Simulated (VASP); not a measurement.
# AlP8 (Pmm2) in VASP: relaxation of cell and atoms with PBE+D3(BJ)

Aim: the relaxation of cell and atoms of AlP8 with PBE+D3(BJ).

Program: VASP 6.6.1. These are calculated values, not measurements. Logs are shortened: lines on timing, memory, paths and dates and some standing lists are left out, and cuts for length are marked.

## 1. The cell of the first run

Symmetry: Pmm2, No. 25, orthorhombic system. Conventional cell: a = 3.242 Å, b = 10.891 Å, c = 4.509 Å, α = 90.00°, β = 90.00°, γ = 90.00°. Within 3.4 Å of Al (site symmetry mm2) lie 8 P at 2.40 to 3.33 Å and 2 Al at 3.24 Å. Within 3.0 Å of P (site symmetry m) lie 3 P at 2.29 to 2.30 Å and 2 Al at 2.59 Å. Within 3.0 Å of P (site symmetry m) lie 3 P at 2.25 to 2.30 Å and 1 Al at 2.40 Å. P (site symmetry m) has 3 P at 2.23 to 2.29 Å within 2.9 Å. Within 2.9 Å of P (site symmetry m) lie 3 P at 2.23 to 2.25 Å.

## 2. Relaxation of cell and atoms, PBE+D3(BJ)

INCAR reads:

```
PREC = Accurate
ENCUT = 600
EDIFF = 1E-6
ISMEAR = 0
SIGMA = 0.1
LREAL = F
LASPH = T
NELM = 80
ALGO = Fast
ISIF = 3
LWAVE = F
LCHARG = F
GGA = PE
IVDW = 12
IBRION = 2
NSW = 100
EDIFFG = -0.01
```

KPOINTS reads:

```
regular mesh
0
Gamma
  12 4 8
```

POSCAR reads:

```
AlP8
1.0
    3.2418896813      0.0000000000      0.0000000000
    0.0000000000     10.8905202914      0.0000000000
    0.0000000000      0.0000000000      4.5086656434
Al P
1 8
Direct
    0.0000000000      0.0000000000      0.7042004611
    0.5000000000      0.8519862998      0.4331201670
    0.0000000000      0.8413047281      0.0735819263
    0.5000000000      0.6493486112      0.5661818666
    0.0000000000      0.6470002850      0.9050158146
    0.5000000000      0.3506513888      0.5661818666
    0.0000000000      0.3529997150      0.9050158146
    0.5000000000      0.1480137002      0.4331201670
    0.0000000000      0.1586952719      0.0735819263
```

Potentials or basis: VASP PAW PBE potentials, release 64 (Al, P).

The run is started by

```
$ cat potpaw_PBE.64/Al/POTCAR potpaw_PBE.64/P/POTCAR > POTCAR
$ mpirun -np 1 vasp_std > vasp.out
```

OUTCAR:

```text
PREC = Accurate
   ENCUT = 600
   EDIFF = 1E-6
   ISMEAR = 0
   LREAL = F
   LASPH = T
   NELM = 80
   ISIF = 3
   GGA = PE
   IVDW = 12
   IBRION = 2
   NSW = 100
   EDIFFG = -0.01
 IVDW          = 12

 ion  position               nearest neighbor table
   1  0.000  0.000  0.704-   3 2.40   9 2.40   8 2.59   2 2.59   2 2.59   8 2.59
   2  0.500  0.852  0.433-   4 2.29   3 2.30   3 2.30   1 2.59   1 2.59
   3  0.000  0.841  0.074-   5 2.25   2 2.30   2 2.30   1 2.40
   4  0.500  0.649  0.566-   5 2.23   5 2.23   2 2.29
   5  0.000  0.647  0.905-   4 2.23   4 2.23   3 2.25
   6  0.500  0.351  0.566-   7 2.23   7 2.23   8 2.29
   7  0.000  0.353  0.905-   6 2.23   6 2.23   9 2.25
   8  0.500  0.148  0.433-   6 2.29   9 2.30   9 2.30   1 2.59   1 2.59
   9  0.000  0.159  0.074-   7 2.25   8 2.30   8 2.30   1 2.40

  LATTYP: Found a simple orthorhombic cell.
 ALAT       =     3.2418896813
 B/A-ratio  =     1.3907523348
 C/A-ratio  =     3.3593124264

  Lattice vectors:

 A1 = (  -3.2418896813,   0.0000000000,   0.0000000000)
 A2 = (   0.0000000000,   0.0000000000,   4.5086656434)
 A3 = (   0.0000000000,  10.8905202914,   0.0000000000)

Analysis of symmetry for initial positions (statically):
=====================================================================
 Subroutine PRICEL returns:
 Original cell was already a primitive cell.

 Routine SETGRP: Setting up the symmetry group for a
 simple orthorhombic supercell.

 Subroutine GETGRP returns: Found  4 space group operations
 (whereof  4 operations were pure point group operations)
 out of a pool of  8 trial point group operations.

The static configuration has the point symmetry C_2v.

Analysis of symmetry for dynamics (positions and initial velocities):
=====================================================================
 Subroutine PRICEL returns:
 Original cell was already a primitive cell.

 Routine SETGRP: Setting up the symmetry group for a
 simple orthorhombic supercell.

 Subroutine GETGRP returns: Found  4 space group operations
 (whereof  4 operations were pure point group operations)
 out of a pool of  8 trial point group operations.

The dynamic configuration has the point symmetry C_2v.

 Subroutine INISYM returns: Found  4 space group operations
 (whereof  4 operations are pure point group operations),
 and found     1 'primitive' translations

----------------------------------------------------------------------------------------

                                     Primitive cell

  volume of cell :     159.1823

  direct lattice vectors                    reciprocal lattice vectors
     3.241889681  0.000000000  0.000000000     0.308462069  0.000000000  0.000000000
     0.000000000 10.890520291  0.000000000     0.000000000  0.091822978  0.000000000
     0.000000000  0.000000000  4.508665643     0.000000000  0.000000000  0.221795112

  length of vectors
     3.241889681 10.890520291  4.508665643     0.308462069  0.091822978  0.221795112

  position of ions in fractional coordinates (direct lattice)
     0.000000000  0.000000000  0.704200461
     0.500000000  0.851986300  0.433120167
     0.000000000  0.841304728  0.073581926
     0.500000000  0.649348611  0.566181867
     0.000000000  0.647000285  0.905015815
     0.500000000  0.350651389  0.566181867
     0.000000000  0.352999715  0.905015815
     0.500000000  0.148013700  0.433120167
     0.000000000  0.158695272  0.073581926

  ion indices of the primitive-cell ions
   primitive index   ion index
                 1           1
                 2           2
                 3           3
                 4           4
                 5           5
                 6           6
                 7           7
                 8           8
                 9           9

----------------------------------------------------------------------------------------

 KPOINTS: regular mesh

Automatic generation of k-mesh.
 Grid dimensions read from file:
 generate k-points for:   12    4    8

 Generating k-lattice:

  Cartesian coordinates                     Fractional coordinates (reciprocal lattice)
     0.025705172  0.000000000  0.000000000     0.083333333  0.000000000  0.000000000
     0.000000000  0.022955744  0.000000000     0.000000000  0.250000000  0.000000000
     0.000000000  0.000000000  0.027724389     0.000000000  0.000000000  0.125000000

  Length of vectors
     0.025705172  0.022955744  0.027724389

  Shift w.r.t. Gamma in fractional coordinates (k-lattice)
     0.000000000  0.000000000  0.000000000

 Subroutine IBZKPT returns following result:
 ===========================================

 Found    105 irreducible k-points:

 Following reciprocal coordinates:
            Coordinates               Weight
  0.000000  0.000000  0.000000      1.000000
  0.083333  0.000000  0.000000      2.000000
  0.166667  0.000000  0.000000      2.000000
  0.250000  0.000000  0.000000      2.000000
  0.333333  0.000000  0.000000      2.000000
  0.416667  0.000000  0.000000      2.000000
[... 16 lines left out ...]
  0.083333  0.000000  0.125000      4.000000
  0.166667  0.000000  0.125000      4.000000
 [... further k-points ...]
   k-points           NKPTS =    105   k-points in BZ     NKDIM =    105   number of bands    NBANDS=     26
   number of dos      NEDOS =    301   number of ions     NIONS =      9
   total plane-waves  NPLWV =  90720
   dimension x,y,z NGX =    28 NGY =   90 NGZ =   36
   dimension x,y,z NGXF=    56 NGYF=  180 NGZF=   72
   ions per type =               1   8
   NGX,Y,Z   is equivalent  to a cutoff of  14.36, 13.74, 13.27 a.u.
   NGXF,Y,Z  is equivalent  to a cutoff of  28.72, 27.48, 26.55 a.u.
 SYSTEM =  unknown system
   PREC   = accura    normal or accurate (medium, high low for compatibility)
   ISTART =      0    job   : 0-new  1-cont  2-samecut
   ICHARG =      2    charge: 1-file 2-atom 10-const
   ISPIN  =      1    spin polarized calculation?
   LNONCOLLINEAR =      F non collinear calculations
   LSORBIT =      F    spin-orbit coupling
   LASPH  =      T    aspherical Exc in radial PAW
   ENCUT  =  600.0 eV  44.10 Ry    6.64 a.u.   6.47 21.75  9.00*2*pi/ulx,y,z
   NELM   =     80;   NELMIN=  2; NELMDL= -5     # of ELM steps
   EDIFF  = 0.1E-05   stopping-criterion for ELM
   LREAL  =      F    real-space projection
   EDIFFG = -.1E-01   stopping-criterion for IOM
   NSW    =    100    number of steps for IOM
   IBRION =      2    ionic relax: 0-MD 1-quasi-New 2-CG
   NFREE  =      1    steps in history (QN), initial steepest desc. (CG)
   ISIF   =      3    stress and relaxation
   ISYM   =      2    0-nonsym 1-usesym 2-fastsym
   POTIM  = 0.5000    time-step for ionic-motion
   TEBEG  =    0.0;   TEEND  =   0.0 temperature during run
   PSTRESS=    0.0 pullay stress
   NELECT =      43.0000    total number of electrons
   NUPDOWN=      -1.0000    fix difference up-down
   EMIN   =  10.00;   EMAX   =-10.00  energy-range for DOS
   EFERMI =   0.00;   METHOD = LEGACY
   ISMEAR =     0;   SIGMA  =   0.10  broadening in eV -4-tet -1-fermi 0-gaus
   EFERMI_NEDOS =   21; number of points for ismear=-14 and -15
   IALGO  =     68    algorithm
   IMIX   =      4    mixing-type and parameters
     AMIX     =   0.40;   BMIX     =  1.00
     AMIX_MAG =   1.60;   BMIX_MAG =  1.00
  volume/ion in A,a.u.               =      17.69       119.36
  Fermi-wavevector in a.u.,A,eV,Ry     =   1.058277  1.999854 15.237847  1.119950
  Thomas-Fermi vector in A             =   2.193580
   LORBIT       =      0    0 simple, 1 ext, 2 COOP (PROOUT), +10 PAW based schemes
   GGA     = PE    functional components
   LHFCALC =     F    Hartree Fock is set to
   AEXX    =    0.0000 exact exchange contribution
   IVDW    =    12    specifies the selected vdW correction
   LEPSILON=     F    determine dielectric tensor
   LRPA    =     F    only Hartree local field effects (RPA)
 conjugate gradient relaxation of ions
 non-spin polarized calculation
 RMM-DIIS sequential band-by-band and
 Gauss-broadening in eV      SIGMA  =   0.10
  energy-cutoff  :      600.00
  volume of cell :      159.18
 maximum number of plane-waves:      5360
 NGX is ok and might be reduce to    28
   NGX = 13   NGY = 43   NGZ = 19

--------------------------------------- Ionic step        1  -------------------------------------------

 number of electron      42.9999999 magnetization

 Free energy of the ion-electron system (eV)
  ---------------------------------------------------
  ext. energy  EPLUGINS =         0.00000000
  ---------------------------------------------------
  free energy    TOTEN  =       -46.01616625 eV

  energy without entropy =      -45.99958154  energy(sigma->0) =      -46.00787390

------------------------ aborting loop because EDIFF is reached ----------------------------------------

 Edisp (eV)   -3.50282

 E8    (eV) :    -1.3552

  FORCE on cell =-STRESS in cart. coord.  units (eV):
  Direction    XX          YY          ZZ          XY          YZ          ZX
  --------------------------------------------------------------------------------------
  -------------------------------------------------------------------------------------
  Total      -1.40520     0.37709     0.23140     0.00000     0.00000     0.00000
  in kB     -14.14337     3.79542     2.32904     0.00000     0.00000     0.00000
  external pressure =       -2.67 kB  Pullay stress =        0.00 kB
[... 118 lines left out ...]
  FREE ENERGIE OF THE ION-ELECTRON SYSTEM (eV)
  ---------------------------------------------------
  free  energy   TOTEN  =       -49.5279968425 eV

  energy  without entropy=      -49.5118251234  energy(sigma->0) =      -49.51991098

[... ionic steps 4 to 7 ...]

--------------------------------------- Ionic step        8  -------------------------------------------

 number of electron      43.0000002 magnetization

------------------------ aborting loop because EDIFF is reached ----------------------------------------

 Edisp (eV)   -3.49794

 E8    (eV) :    -1.3531
[... 83 lines left out ...]
  energy  without entropy=      -49.5143006271  energy(sigma->0) =      -49.52223364

--------------------------------------- Ionic step       10  -------------------------------------------

 number of electron      43.0000003 magnetization

 Free energy of the ion-electron system (eV)
  ---------------------------------------------------
  ext. energy  EPLUGINS =         0.00000000
  ---------------------------------------------------
  free energy    TOTEN  =       -46.03219882 eV

  energy without entropy =      -46.01630002  energy(sigma->0) =      -46.02424942

 E-fermi :   7.4940     XC(G=0): -10.1203

 val. band max:        7.4877564617   @ k =   0.2500   0.2500   0.0000
 cond. band min:       7.5059698047   @ k =   0.3333   0.0000   0.2500
 fundamental gap:      0.0182133430
 Fermi energy:         7.4940159337

 k-point     1 :       0.0000    0.0000    0.0000
  band No.  band energies     occupation
      1      -8.5074      2.00000
      2      -8.1914      2.00000
      3      -6.3506      2.00000
      4      -5.5798      2.00000
      5      -2.6026      2.00000
      6      -2.3334      2.00000
[... 685 lines left out ...]
     25       9.7027      0.00000
     26       9.8505      0.00000

 [... further k-points ...]

------------------------ aborting loop because EDIFF is reached ----------------------------------------

 Edisp (eV)   -3.49803

 E8    (eV) :    -1.3531

  FORCE on cell =-STRESS in cart. coord.  units (eV):
  Direction    XX          YY          ZZ          XY          YZ          ZX
  --------------------------------------------------------------------------------------
  -------------------------------------------------------------------------------------
  Total       0.00438    -0.00129    -0.01686     0.00000     0.00000     0.00000
  in kB       0.04407    -0.01298    -0.16952     0.00000     0.00000     0.00000
  external pressure =       -0.05 kB  Pullay stress =        0.00 kB
[... 24 lines left out ...]
  FREE ENERGIE OF THE ION-ELECTRON SYSTEM (eV)
  ---------------------------------------------------
  free  energy   TOTEN  =       -49.5302267011 eV

  energy  without entropy=      -49.5143279012  energy(sigma->0) =      -49.52227730

 reached required accuracy - stopping structural energy minimisation
```

Run time: 57 min. Hardware: 1 thread of Oxide Virtual Turin-like, shared host; peak memory 0.55 GiB.

What came out:

```yaml
Free_energy: -49.5302 eV
Relaxed_volume: 17.70 Å³/atom
Relaxed_cell: a = 3.214 Å, b = 10.957 Å, c = 4.525 Å, α = 90.00°, β = 90.00°, γ = 90.00°
Space_group_after_relaxing_to_0.1_Å: Pmm2 (No. 25)
Energy_gained_by_relaxing: 1.2 meV/atom
Ionic_steps: 10
Pressure_after_relaxing: 0.0 GPa
Largest_force_after_relaxing: 0.009 eV/Å
Band_gap_on_the_k_mesh: zero (an odd number of electrons rules out a gap without spin polarisation)
Dispersion_energy_per_atom: -0.389 eV
```

Forces on the atoms (eV/Å):
```
Al   0.000  0.000  0.005
P    0.000  0.002  0.006
P    0.000  0.002  0.003
P    0.000  0.001 -0.008
P    0.000 -0.009 -0.003
P    0.000 -0.001 -0.008
P    0.000  0.009 -0.003
P    0.000 -0.002  0.006
P    0.000 -0.002  0.003
```

The path:
```csv
step,energy change (eV),largest force (eV/Å),pressure (GPa),volume (Å³)
1,0.0000,0.1363,-0.27,159.18
2,-0.0088,0.0713,0.23,158.50
3,-0.0090,0.0710,0.32,158.39
4,-0.0104,0.0448,-0.04,159.10
5,-0.0104,0.0499,-0.07,159.17
6,-0.0110,0.0300,-0.01,159.27
7,-0.0110,0.0259,0.01,159.30
8,-0.0111,0.0203,-0.01,159.34
9,-0.0112,0.0138,-0.02,159.39
10,-0.0112,0.0093,0.00,159.33
```

Final structure:
```
CELL_PARAMETERS angstrom
3.21389 0.00000 0.00000
0.00000 10.95698 0.00000
0.00000 0.00000 4.52464
ATOMIC_POSITIONS crystal
Al 0.00000 0.00000 0.70527
P 0.50000 0.85081 0.43290
P 0.00000 0.84015 0.07532
P 0.50000 0.65015 0.56583
P 0.00000 0.64673 0.90332
P 0.50000 0.34985 0.56583
P 0.00000 0.35327 0.90332
P 0.50000 0.14919 0.43290
P 0.00000 0.15985 0.07532
```
